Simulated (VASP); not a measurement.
# Zr (P6_3/mmc) in VASP: relaxation of cell and atoms with PBE

Aim: the relaxation of cell and atoms of Zr with PBE.

Program: VASP 6.6.1. These are calculated values, not measurements. Logs are shortened: lines on timing, memory, paths and dates and some standing lists are left out, and cuts for length are marked.

## 1. The cell of the first run

The structure is hexagonal, space group P6_3/mmc (No. 194). The conventional cell has a = 3.239 Å, b = 3.239 Å, c = 5.172 Å, α = 90.00°, β = 90.00°, γ = 120.00°. Within 4.2 Å of Zr (site symmetry -6m2) lie 12 Zr at 3.19 to 3.24 Å.

## 2. Relaxation of cell and atoms, PBE

Contents of INCAR:

```
PREC     = Accurate       # precision mode
ENCUT    = 600            # plane-wave cutoff, eV
EDIFF    = 1E-6           # SCF threshold, eV
ISMEAR   = 0              # smearing method
SIGMA    = 0.1            # smearing width, eV
LREAL    = False          # projectors in reciprocal space
LASPH    = True           # aspherical terms in the spheres
NELM     = 100            # most SCF steps
ALGO     = Fast           # electronic algorithm
ISIF     = 3              # what is computed and relaxed
LWAVE    = False          # write WAVECAR
LCHARG   = False          # write CHGCAR
GGA      = PE             # functional
IBRION   = 2              # ionic algorithm
NSW      = 100            # ionic steps
EDIFFG   = -0.002         # ionic threshold
```

Contents of KPOINTS:

```
regular mesh
0
Gamma
  12 12 8
```

Contents of POSCAR:

```
Zr
1.0
    3.2392314100      0.0000000000      0.0000000000
   -1.6196157100      2.8052566900      0.0000000000
    0.0000000000      0.0000000000      5.1722200000
Zr
2
Direct
    0.3333333300      0.6666666700      0.2500000000
    0.6666666700      0.3333333300      0.7500000000
```

Potentials or basis: VASP PAW PBE potentials, release 64 (Zr_sv).

Run with:

```bash
$ cat potpaw_PBE.64/Zr_sv/POTCAR > POTCAR
$ mpirun -np 1 vasp_std > vasp.out
```

OUTCAR:

```text
PREC = Accurate
   ENCUT = 600
   EDIFF = 1E-6
   ISMEAR = 0
   LREAL = False
   LASPH = True
   NELM = 100
   ISIF = 3
   GGA = PE
   IBRION = 2
   NSW = 100
   EDIFFG = -0.002

 ion  position               nearest neighbor table
   1  0.333  0.667  0.250-   2 3.19   2 3.19   2 3.19   2 3.19   2 3.19   2 3.19
   2  0.667  0.333  0.750-   1 3.19   1 3.19   1 3.19   1 3.19   1 3.19   1 3.19

  LATTYP: Found a hexagonal cell.
 ALAT       =     3.2392314100
 C/A-ratio  =     1.5967429755

  Lattice vectors:

 A1 = (   3.2392314100,   0.0000000000,   0.0000000000)
 A2 = (  -1.6196157100,   2.8052566900,   0.0000000000)
 A3 = (   0.0000000000,   0.0000000000,   5.1722200000)

Analysis of symmetry for initial positions (statically):
=====================================================================
 Subroutine PRICEL returns:
 Original cell was already a primitive cell.

 Routine SETGRP: Setting up the symmetry group for a
 hexagonal supercell.

 Subroutine GETGRP returns: Found 24 space group operations
 (whereof 12 operations were pure point group operations)
 out of a pool of 24 trial point group operations.

The static configuration has the point symmetry D_3d.
 The point group associated with its full space group is D_6h.

Analysis of symmetry for dynamics (positions and initial velocities):
=====================================================================
 Subroutine PRICEL returns:
 Original cell was already a primitive cell.

 Routine SETGRP: Setting up the symmetry group for a
 hexagonal supercell.

 Subroutine GETGRP returns: Found 24 space group operations
 (whereof 12 operations were pure point group operations)
 out of a pool of 24 trial point group operations.

The dynamic configuration has the point symmetry D_3d.
 The point group associated with its full space group is D_6h.

 Subroutine INISYM returns: Found 24 space group operations
 (whereof 12 operations are pure point group operations),
 and found     1 'primitive' translations

----------------------------------------------------------------------------------------

                                     Primitive cell

  volume of cell :      46.9993

  direct lattice vectors                    reciprocal lattice vectors
     3.239231410  0.000000000  0.000000000     0.308715208  0.178236809  0.000000000
    -1.619615710  2.805256690  0.000000000     0.000000000  0.356473617  0.000000000
     0.000000000  0.000000000  5.172220000     0.000000000  0.000000000  0.193340577

  length of vectors
     3.239231410  3.239231413  5.172220000     0.356473618  0.356473617  0.193340577

  position of ions in fractional coordinates (direct lattice)
     0.333333330  0.666666670  0.250000000
     0.666666670  0.333333330  0.750000000

  ion indices of the primitive-cell ions
   primitive index   ion index
                 1           1
                 2           2

----------------------------------------------------------------------------------------

 KPOINTS: regular mesh

Automatic generation of k-mesh.
 Grid dimensions read from file:
 generate k-points for:   12   12    8

 Generating k-lattice:

  Cartesian coordinates                     Fractional coordinates (reciprocal lattice)
     0.025726267  0.014853067  0.000000000     0.083333333 -0.000000000  0.000000000
     0.000000000  0.029706135  0.000000000     0.000000000  0.083333333  0.000000000
     0.000000000  0.000000000  0.024167572     0.000000000  0.000000000  0.125000000

  Length of vectors
     0.029706135  0.029706135  0.024167572

  Shift w.r.t. Gamma in fractional coordinates (k-lattice)
     0.000000000  0.000000000  0.000000000

 Subroutine IBZKPT returns following result:
 ===========================================

 Found     95 irreducible k-points:

 Following reciprocal coordinates:
            Coordinates               Weight
  0.000000  0.000000  0.000000      1.000000
  0.083333 -0.000000  0.000000      6.000000
  0.166667 -0.000000  0.000000      6.000000
  0.250000 -0.000000  0.000000      6.000000
  0.333333 -0.000000  0.000000      6.000000
  0.416667 -0.000000  0.000000      6.000000
[... 16 lines left out ...]
  0.250000 -0.000000  0.125000     12.000000
  0.333333 -0.000000  0.125000     12.000000
 [... further k-points ...]
   k-points           NKPTS =     95   k-points in BZ     NKDIM =     95   number of bands    NBANDS=     16
   number of dos      NEDOS =    301   number of ions     NIONS =      2
   total plane-waves  NPLWV =  32928
   dimension x,y,z NGX =    28 NGY =   28 NGZ =   42
   dimension x,y,z NGXF=    56 NGYF=   56 NGZF=   84
   ions per type =               2
   NGX,Y,Z   is equivalent  to a cutoff of  14.37, 14.37, 13.50 a.u.
   NGXF,Y,Z  is equivalent  to a cutoff of  28.74, 28.74, 27.00 a.u.
 SYSTEM =  unknown system
   PREC   = accura    normal or accurate (medium, high low for compatibility)
   ISTART =      0    job   : 0-new  1-cont  2-samecut
   ICHARG =      2    charge: 1-file 2-atom 10-const
   ISPIN  =      1    spin polarized calculation?
   LNONCOLLINEAR =      F non collinear calculations
   LSORBIT =      F    spin-orbit coupling
   LASPH  =      T    aspherical Exc in radial PAW
   ENCUT  =  600.0 eV  44.10 Ry    6.64 a.u.   6.47  6.47 10.33*2*pi/ulx,y,z
   NELM   =    100;   NELMIN=  2; NELMDL= -5     # of ELM steps
   EDIFF  = 0.1E-05   stopping-criterion for ELM
   LREAL  =      F    real-space projection
   EDIFFG = -.2E-02   stopping-criterion for IOM
   NSW    =    100    number of steps for IOM
   IBRION =      2    ionic relax: 0-MD 1-quasi-New 2-CG
   NFREE  =      1    steps in history (QN), initial steepest desc. (CG)
   ISIF   =      3    stress and relaxation
   ISYM   =      2    0-nonsym 1-usesym 2-fastsym
   POTIM  = 0.5000    time-step for ionic-motion
   TEBEG  =    0.0;   TEEND  =   0.0 temperature during run
   PSTRESS=    0.0 pullay stress
   NELECT =      24.0000    total number of electrons
   NUPDOWN=      -1.0000    fix difference up-down
   EMIN   =  10.00;   EMAX   =-10.00  energy-range for DOS
   EFERMI =   0.00;   METHOD = LEGACY
   ISMEAR =     0;   SIGMA  =   0.10  broadening in eV -4-tet -1-fermi 0-gaus
   EFERMI_NEDOS =   21; number of points for ismear=-14 and -15
   IALGO  =     68    algorithm
   IMIX   =      4    mixing-type and parameters
     AMIX     =   0.40;   BMIX     =  1.00
     AMIX_MAG =   1.60;   BMIX_MAG =  1.00
  volume/ion in A,a.u.               =      23.50       158.58
  Fermi-wavevector in a.u.,A,eV,Ry     =   1.308523  2.472750 23.296340  1.712233
  Thomas-Fermi vector in A             =   2.439184
   LORBIT       =      0    0 simple, 1 ext, 2 COOP (PROOUT), +10 PAW based schemes
   GGA     = PE    functional components
   LHFCALC =     F    Hartree Fock is set to
   AEXX    =    0.0000 exact exchange contribution
   IVDW    =     0    specifies the selected vdW correction
   LEPSILON=     F    determine dielectric tensor
   LRPA    =     F    only Hartree local field effects (RPA)
 conjugate gradient relaxation of ions
 non-spin polarized calculation
 RMM-DIIS sequential band-by-band and
 Gauss-broadening in eV      SIGMA  =   0.10
  energy-cutoff  :      600.00
  volume of cell :       47.00
 maximum number of plane-waves:      1592
 NGX is ok and might be reduce to    28
   NGX = 13   NGY = 13   NGZ = 21

--------------------------------------- Ionic step        1  -------------------------------------------

 number of electron      24.0000000 magnetization

 Free energy of the ion-electron system (eV)
  ---------------------------------------------------
  ext. energy  EPLUGINS =         0.00000000
  ---------------------------------------------------
  free energy    TOTEN  =       -17.04383356 eV

  energy without entropy =      -17.03307623  energy(sigma->0) =      -17.03845489

------------------------ aborting loop because EDIFF is reached ----------------------------------------

  FORCE on cell =-STRESS in cart. coord.  units (eV):
  Direction    XX          YY          ZZ          XY          YZ          ZX
  --------------------------------------------------------------------------------------
  -------------------------------------------------------------------------------------
  Total       -0.1099509     -0.1099509     -0.1080316      0.0000000     -0.0000000      0.0000000
  in kB       -3.7481568     -3.7481568     -3.6827295      0.0000000     -0.0000000      0.0000000
  external PRESSURE =      -3.7263477 kB  Pullay stress =       0.0000000 kB
[... 201 lines left out ...]
  energy  without entropy=      -17.0332618147  energy(sigma->0) =      -17.03865922

--------------------------------------- Ionic step        7  -------------------------------------------

 number of electron      24.0000000 magnetization

 Free energy of the ion-electron system (eV)
  ---------------------------------------------------
  ext. energy  EPLUGINS =         0.00000000
  ---------------------------------------------------
  free energy    TOTEN  =       -17.04405638 eV

  energy without entropy =      -17.03326085  energy(sigma->0) =      -17.03865861

 E-fermi :   8.9370     XC(G=0): -11.0583

 val. band max:        8.9292369950   @ k =   0.3333   0.3333   0.3750
 cond. band min:       8.9393845550   @ k =   0.0833   0.0833   0.1250
 fundamental gap:      0.0101475600
 Fermi energy:         8.9370040183

 k-point     1 :       0.0000    0.0000    0.0000
  band No.  band energies     occupation
      1     -39.9159      2.00000
      2     -39.7664      2.00000
      3     -18.4272      2.00000
      4     -17.5714      2.00000
      5     -17.5714      2.00000
      6     -17.4434      2.00000
[... 8 lines left out ...]
     15      10.4819      0.00000
     16      10.4819      0.00000
[... 420 lines left out ...]
  band No.  band energies     occupation
      1     -39.8191      2.00000
      2     -39.7394      2.00000
      3     -18.1963      2.00000
      4     -18.0277      2.00000
      5     -17.9520      2.00000
      6     -17.7203      2.00000
[... 8 lines left out ...]
     15      10.1014      0.00000
     16      12.3947      0.00000

 [... further k-points ...]
[... 5 lines left out ...]
  --------------------------------------------------------------------------------------
  -------------------------------------------------------------------------------------
  Total        0.0003966      0.0003966      0.0032924     -0.0000000     -0.0000000      0.0000000
  in kB        0.0135746      0.0135746      0.1126873     -0.0000000     -0.0000000      0.0000000
  external PRESSURE =       0.0466122 kB  Pullay stress =       0.0000000 kB
[... 17 lines left out ...]
  FREE ENERGIE OF THE ION-ELECTRON SYSTEM (eV)
  ---------------------------------------------------
  free  energy   TOTEN  =       -17.0440563822 eV

  energy  without entropy=      -17.0332608465  energy(sigma->0) =      -17.03865861

 reached required accuracy - stopping structural energy minimisation
```

Wall time 4.6 min (1 thread of Intel Xeon Platinum 8488C (Sapphire Rapids), shared host); peak memory 0.23 GiB.

What came out:

```
Free energy                           : -17.0441 eV
Relaxed volume                        : 23.41 Å³/atom
Relaxed cell                          : a = 3.235 Å, b = 3.235 Å, c = 5.166 Å, α = 90.00°, β = 90.00°, γ = 120.00°
Space group after relaxing (to 0.1 Å) : P6_3/mmc (No. 194)
Energy gained by relaxing             : 0.1 meV/atom
Ionic steps                           : 7
Pressure after relaxing               : 0.0 GPa
Band gap on the k mesh                : zero (bands 12 and 13 overlap by 1.05 eV)
```

The path:
| step | energy change (eV) | largest force (eV/Å) | pressure (GPa) | volume (Å³) |
| --- | --- | --- | --- | --- |
| 1 | 0.0000 | 0.0000 | -0.37 | 47.00 |
| 2 | 0.0000 | 0.0000 | 0.40 | 46.63 |
| 3 | -0.0002 | 0.0000 | -0.03 | 46.81 |
| 4 | -0.0002 | 0.0000 | 0.04 | 46.79 |
| 5 | -0.0002 | 0.0000 | 0.02 | 46.80 |
| 6 | -0.0002 | 0.0000 | -0.04 | 46.82 |
| 7 | -0.0002 | 0.0000 | 0.00 | 46.81 |

Final structure:
```
CELL_PARAMETERS angstrom
3.23483 0.00000 0.00000
-1.61741 2.80144 0.00000
0.00000 0.00000 5.16555
ATOMIC_POSITIONS crystal
Zr 0.33333 0.66667 0.25000
Zr 0.66667 0.33333 0.75000
```

Levels at points of the mesh, in eV from the Fermi level:
```csv
k point,band 10,band 11,band 12,band 13,band 14,band 15
"(0.00, 0.00, 0.00)",-3.02,0.86,0.86,0.98,1.13,1.54
"(0.50, 0.00, 0.00)",-2.50,-2.13,-0.22,0.55,0.76,1.44
"(0.00, 0.00, 0.50)",-3.96,0.03,0.03,0.77,0.77,0.77
"(0.50, 0.00, 0.50)",-2.85,-1.05,-1.05,1.61,1.61,2.20
```
